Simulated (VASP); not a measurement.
# La4Ir (P-43m) in VASP: single point with PBE

Aim: the single point of La4Ir with PBE.

Everything below comes from runs of VASP 6.6.1. Logs are shortened: lines on timing, memory, paths and dates and some standing lists are left out, and cuts for length are marked.

## (1) The cell of the first run

Symmetry: P-43m, No. 215, cubic system. Conventional cell: a = 5.534 Å, b = 5.534 Å, c = 5.534 Å, α = 90.00°, β = 90.00°, γ = 90.00°. La (site symmetry 3m) has 1 Ir at 2.34 Å within 3.1 Å. Within 3.1 Å of Ir (site symmetry -43m) lie 4 La at 2.34 Å.

The cell was generated, and may not be a known phase.

## (2) Single point, PBE

INCAR reads:

```
ALGO = Normal
EDIFF = 1E-7
ENCUT = 520
GGA = PE
ISIF = 2
ISMEAR = 0
LASPH = True
LCHARG = False
LREAL = False
LWAVE = False
NBANDS = 34
NELM = 60
PREC = Accurate
SIGMA = 0.1
```

KPOINTS reads:

```
k-points
0
Gamma
  4 4 4
```

POSCAR reads:

```
La4Ir
1.0
    5.5343997500      0.0000000000      0.0000000000
    0.0000000000      5.5343997500      0.0000000000
    0.0000000000      0.0000000000      5.5343997500
La Ir
4 1
Direct
    0.2437810800      0.7562189200      0.7562189200
    0.7562189200      0.2437810800      0.7562189200
    0.7562189200      0.7562189200      0.2437810800
    0.2437810800      0.2437810800      0.2437810800
    0.0000000000      0.0000000000      0.0000000000
```

Potentials or basis: VASP PAW PBE potentials, release 64 (La, Ir).

Started as:

```bash
> cat potpaw_PBE.64/La/POTCAR potpaw_PBE.64/Ir/POTCAR > POTCAR
> mpirun -np 1 vasp_std > vasp.out
```

OUTCAR:

```text
EDIFF = 1E-7
   ENCUT = 520
   GGA = PE
   ISIF = 2
   ISMEAR = 0
   LASPH = True
   LREAL = False
   NELM = 60
   PREC = Accurate

 ion  position               nearest neighbor table
   1  0.244  0.756  0.756-   5 2.34
   2  0.756  0.244  0.756-   5 2.34
   3  0.756  0.756  0.244-   5 2.34
   4  0.244  0.244  0.244-   5 2.34
   5  0.000  0.000  0.000-   1 2.34   2 2.34   3 2.34   4 2.34

  LATTYP: Found a simple cubic cell.
 ALAT       =     5.5343997500

  Lattice vectors:

 A1 = (   5.5343997500,   0.0000000000,   0.0000000000)
 A2 = (   0.0000000000,   5.5343997500,   0.0000000000)
 A3 = (   0.0000000000,   0.0000000000,   5.5343997500)

Analysis of symmetry for initial positions (statically):
=====================================================================
 Subroutine PRICEL returns:
 Original cell was already a primitive cell.

 Routine SETGRP: Setting up the symmetry group for a
 simple cubic supercell.

 Subroutine GETGRP returns: Found 24 space group operations
 (whereof 24 operations were pure point group operations)
 out of a pool of 48 trial point group operations.

The static configuration has the point symmetry T_d .

Analysis of symmetry for dynamics (positions and initial velocities):
=====================================================================
 Subroutine PRICEL returns:
 Original cell was already a primitive cell.

 Routine SETGRP: Setting up the symmetry group for a
 simple cubic supercell.

 Subroutine GETGRP returns: Found 24 space group operations
 (whereof 24 operations were pure point group operations)
 out of a pool of 48 trial point group operations.

The dynamic configuration has the point symmetry T_d .

 Subroutine INISYM returns: Found 24 space group operations
 (whereof 24 operations are pure point group operations),
 and found     1 'primitive' translations

----------------------------------------------------------------------------------------

                                     Primitive cell

  volume of cell :     169.5163

  direct lattice vectors                    reciprocal lattice vectors
     5.534399750  0.000000000  0.000000000     0.180688068  0.000000000  0.000000000
     0.000000000  5.534399750  0.000000000     0.000000000  0.180688068  0.000000000
     0.000000000  0.000000000  5.534399750     0.000000000  0.000000000  0.180688068

  length of vectors
     5.534399750  5.534399750  5.534399750     0.180688068  0.180688068  0.180688068

  position of ions in fractional coordinates (direct lattice)
     0.243781080  0.756218920  0.756218920
     0.756218920  0.243781080  0.756218920
     0.756218920  0.756218920  0.243781080
     0.243781080  0.243781080  0.243781080
     0.000000000  0.000000000  0.000000000

  ion indices of the primitive-cell ions
   primitive index   ion index
                 1           1
                 2           2
                 3           3
                 4           4
                 5           5

----------------------------------------------------------------------------------------

 KPOINTS: k-points

Automatic generation of k-mesh.
 Grid dimensions read from file:
 generate k-points for:    4    4    4

 Generating k-lattice:

  Cartesian coordinates                     Fractional coordinates (reciprocal lattice)
     0.045172017  0.000000000  0.000000000     0.250000000  0.000000000  0.000000000
     0.000000000  0.045172017  0.000000000     0.000000000  0.250000000  0.000000000
     0.000000000  0.000000000  0.045172017     0.000000000  0.000000000  0.250000000

  Length of vectors
     0.045172017  0.045172017  0.045172017

  Shift w.r.t. Gamma in fractional coordinates (k-lattice)
     0.000000000  0.000000000  0.000000000

 Subroutine IBZKPT returns following result:
 ===========================================

 Found     10 irreducible k-points:

 Following reciprocal coordinates:
            Coordinates               Weight
  0.000000  0.000000  0.000000      1.000000
  0.250000  0.000000  0.000000      6.000000
  0.500000  0.000000  0.000000      3.000000
  0.250000  0.250000  0.000000     12.000000
  0.500000  0.250000  0.000000     12.000000
  0.500000  0.500000  0.000000      3.000000
  0.250000  0.250000  0.250000      8.000000
  0.500000  0.250000  0.250000     12.000000
  0.500000  0.500000  0.250000      6.000000
  0.500000  0.500000  0.500000      1.000000
   k-points           NKPTS =     10   k-points in BZ     NKDIM =     10   number of bands    NBANDS=     34
   number of dos      NEDOS =    301   number of ions     NIONS =      5
   total plane-waves  NPLWV =  74088
   dimension x,y,z NGX =    42 NGY =   42 NGZ =   42
   dimension x,y,z NGXF=    84 NGYF=   84 NGZF=   84
   ions per type =               4   1
   NGX,Y,Z   is equivalent  to a cutoff of  12.62, 12.62, 12.62 a.u.
   NGXF,Y,Z  is equivalent  to a cutoff of  25.23, 25.23, 25.23 a.u.
 SYSTEM =  unknown system
   PREC   = accura    normal or accurate (medium, high low for compatibility)
   ISTART =      0    job   : 0-new  1-cont  2-samecut
   ICHARG =      2    charge: 1-file 2-atom 10-const
   ISPIN  =      1    spin polarized calculation?
   LNONCOLLINEAR =      F non collinear calculations
   LSORBIT =      F    spin-orbit coupling
   LASPH  =      T    aspherical Exc in radial PAW
   ENCUT  =  520.0 eV  38.22 Ry    6.18 a.u.  10.29 10.29 10.29*2*pi/ulx,y,z
   NELM   =     60;   NELMIN=  2; NELMDL= -5     # of ELM steps
   EDIFF  = 0.1E-06   stopping-criterion for ELM
   LREAL  =      F    real-space projection
   EDIFFG = 0.1E-05   stopping-criterion for IOM
   NSW    =      0    number of steps for IOM
   IBRION =     -1    ionic relax: 0-MD 1-quasi-New 2-CG
   NFREE  =      0    steps in history (QN), initial steepest desc. (CG)
   ISIF   =      2    stress and relaxation
   ISYM   =      2    0-nonsym 1-usesym 2-fastsym
   POTIM  = 0.5000    time-step for ionic-motion
   TEBEG  =    0.0;   TEEND  =   0.0 temperature during run
   PSTRESS=    0.0 pullay stress
   NELECT =      53.0000    total number of electrons
   NUPDOWN=      -1.0000    fix difference up-down
   EMIN   =  10.00;   EMAX   =-10.00  energy-range for DOS
   EFERMI =   0.00;   METHOD = LEGACY
   ISMEAR =     0;   SIGMA  =   0.10  broadening in eV -4-tet -1-fermi 0-gaus
   EFERMI_NEDOS =   21; number of points for ismear=-14 and -15
   IALGO  =     38    algorithm
   IMIX   =      4    mixing-type and parameters
     AMIX     =   0.40;   BMIX     =  1.00
     AMIX_MAG =   1.60;   BMIX_MAG =  1.00
  volume/ion in A,a.u.               =      33.90       228.79
  Fermi-wavevector in a.u.,A,eV,Ry     =   1.111125  2.099722 16.797737  1.234599
  Thomas-Fermi vector in A             =   2.247685
   LORBIT       =      0    0 simple, 1 ext, 2 COOP (PROOUT), +10 PAW based schemes
   GGA     = PE    functional components
   LHFCALC =     F    Hartree Fock is set to
   AEXX    =    0.0000 exact exchange contribution
   IVDW    =     0    specifies the selected vdW correction
   LEPSILON=     F    determine dielectric tensor
   LRPA    =     F    only Hartree local field effects (RPA)
 non-spin polarized calculation
 Gauss-broadening in eV      SIGMA  =   0.10
  energy-cutoff  :      520.00
  volume of cell :      169.52
 maximum number of plane-waves:      4632
 NGX is ok and might be reduce to    42
   NGX = 21   NGY = 21   NGZ = 21

 number of electron      53.0000010 magnetization

 Free energy of the ion-electron system (eV)
  ---------------------------------------------------
  ext. energy  EPLUGINS =         0.00000000
  ---------------------------------------------------
  free energy    TOTEN  =       -24.30180713 eV

  energy without entropy =      -24.26182507  energy(sigma->0) =      -24.28181610

 E-fermi :   7.7346     XC(G=0):  -9.5824

 val. band max:        7.7276020684   @ k =   0.5000   0.0000   0.0000
 cond. band min:       7.7434950845   @ k =   0.5000   0.5000   0.0000
 fundamental gap:      0.0158930161
 Fermi energy:         7.7346157440

 k-point     1 :       0.0000    0.0000    0.0000
  band No.  band energies     occupation
      1     -25.0995      2.00000
      2     -24.9027      2.00000
      3     -24.9027      2.00000
      4     -24.9027      2.00000
      5      -9.9301      2.00000
      6      -9.3019      2.00000
[... 26 lines left out ...]
     33       9.6983      0.00000
     34       9.7379      0.00000

 k-point     2 :       0.2500    0.0000    0.0000
  band No.  band energies     occupation
      1     -25.0746      2.00000
      2     -24.9283      2.00000
      3     -24.9026      2.00000
      4     -24.9026      2.00000
      5      -9.8482      2.00000
      6      -9.2966      2.00000
[... 26 lines left out ...]
     33       9.3493      0.00000
     34       9.3923      0.00000

 k-point     3 :       0.5000    0.0000    0.0000
  band No.  band energies     occupation
      1     -25.0335      2.00000
      2     -24.9699      2.00000
      3     -24.9026      2.00000
      4     -24.9026      2.00000
      5      -9.7184      2.00000
      6      -9.4363      2.00000
[... 26 lines left out ...]
     33       9.0916      0.00000
     34       9.2395      0.00000

 k-point     4 :       0.2500    0.2500    0.0000
  band No.  band energies     occupation
      1     -25.0529      2.00000
      2     -24.9272      2.00000
      3     -24.9222      2.00000
      4     -24.9060      2.00000
      5      -9.7994      2.00000
      6      -9.3542      2.00000
[... 26 lines left out ...]
     33       9.2056      0.00000
     34       9.2328      0.00000

 k-point     5 :       0.5000    0.2500    0.0000
  band No.  band energies     occupation
      1     -25.0178      2.00000
      2     -24.9604      2.00000
      3     -24.9180      2.00000
      4     -24.9121      2.00000
      5      -9.7309      2.00000
      6      -9.4426      2.00000
[... 26 lines left out ...]
     33       8.9612      0.00000
     34       9.3678      0.00000

 k-point     6 :       0.5000    0.5000    0.0000
  band No.  band energies     occupation
      1     -24.9941      2.00000
      2     -24.9415      2.00000
      3     -24.9415      2.00000
      4     -24.9310      2.00000
      5      -9.7451      2.00000
      6      -9.4486      2.00000
[... 26 lines left out ...]
     33       9.1174      0.00000
     34       9.3029      0.00000

 k-point     7 :       0.2500    0.2500    0.2500
  band No.  band energies     occupation
      1     -25.0347      2.00000
      2     -24.9291      2.00000
      3     -24.9221      2.00000
      4     -24.9221      2.00000
      5      -9.8136      2.00000
      6      -9.3564      2.00000
[... 26 lines left out ...]
     33       9.1584      0.00000
     34       9.1585      0.00000

 k-point     8 :       0.5000    0.2500    0.2500
  band No.  band energies     occupation
      1     -25.0059      2.00000
      2     -24.9541      2.00000
      3     -24.9258      2.00000
      4     -24.9220      2.00000
      5      -9.8268      2.00000
      6      -9.3665      2.00000
[... 26 lines left out ...]
     33       8.9606      0.00000
     34       9.1535      0.00000

 k-point     9 :       0.5000    0.5000    0.2500
  band No.  band energies     occupation
      1     -24.9888      2.00000
      2     -24.9414      2.00000
      3     -24.9414      2.00000
      4     -24.9355      2.00000
      5      -9.8952      2.00000
      6      -9.3352      2.00000
[... 26 lines left out ...]
     33       9.1292      0.00000
     34       9.1487      0.00000

 k-point    10 :       0.5000    0.5000    0.5000
  band No.  band energies     occupation
      1     -24.9823      2.00000
      2     -24.9413      2.00000
      3     -24.9413      2.00000
      4     -24.9413      2.00000
      5      -9.9917      2.00000
      6      -9.3263      2.00000
[... 26 lines left out ...]
     33       9.4589      0.00000
     34       9.4728      0.00000

------------------------ aborting loop because EDIFF is reached ----------------------------------------

  FORCE on cell =-STRESS in cart. coord.  units (eV):
  Direction    XX          YY          ZZ          XY          YZ          ZX
  --------------------------------------------------------------------------------------
  -------------------------------------------------------------------------------------
  Total       21.3445199     21.3445199     21.3445199      0.0000000     -0.0000000     -0.0000000
  in kB      201.7369258    201.7369258    201.7369258      0.0000000     -0.0000000     -0.0000000
  external PRESSURE =     201.7369258 kB  Pullay stress =       0.0000000 kB

 VOLUME and BASIS-vectors are now :
 -----------------------------------------------------------------------------
  energy-cutoff  :      520.00
  volume of cell :      169.52
      direct lattice vectors                 reciprocal lattice vectors
     5.534399750  0.000000000  0.000000000     0.180688068  0.000000000  0.000000000
     0.000000000  5.534399750  0.000000000     0.000000000  0.180688068  0.000000000
     0.000000000  0.000000000  5.534399750     0.000000000  0.000000000  0.180688068

 POSITION                                       TOTAL-FORCE (eV/Angst)
 -----------------------------------------------------------------------------------
      1.34918      4.18522      4.18522         3.864116     -3.864116     -3.864116
      4.18522      1.34918      4.18522        -3.864116      3.864116     -3.864116
      4.18522      4.18522      1.34918        -3.864116     -3.864116      3.864116
      1.34918      1.34918      1.34918         3.864116      3.864116      3.864116
      0.00000      0.00000      0.00000         0.000000      0.000000     -0.000000
 -----------------------------------------------------------------------------------
    total drift:                                0.000000      0.000000      0.000000

  FREE ENERGIE OF THE ION-ELECTRON SYSTEM (eV)
  ---------------------------------------------------
  free  energy   TOTEN  =       -24.3018071311 eV

  energy  without entropy=      -24.2618250702  energy(sigma->0) =      -24.28181610
```

It took 4.2 min on 1 thread of Intel Xeon 8259CL, shared host; peak memory 0.28 GiB.

Results:

```yaml
Free_energy: -24.3018 eV
Pressure: 20.2 GPa
Largest_force: 6.693 eV/Å
Band_gap_on_the_k_mesh: zero (an odd number of electrons rules out a gap without spin polarisation)
```

Forces in eV/Å, atoms in the order of the input:
```
La   3.864 -3.864 -3.864
La  -3.864  3.864 -3.864
La  -3.864 -3.864  3.864
La   3.864  3.864  3.864
Ir   0.000  0.000  0.000
```

Caveat: the cell stands under pressure; spin-orbit coupling is left out, which moves the levels of the heavy elements; forces of over 1 eV/Å act on the atoms, so gaps and moduli don't describe the material at rest.
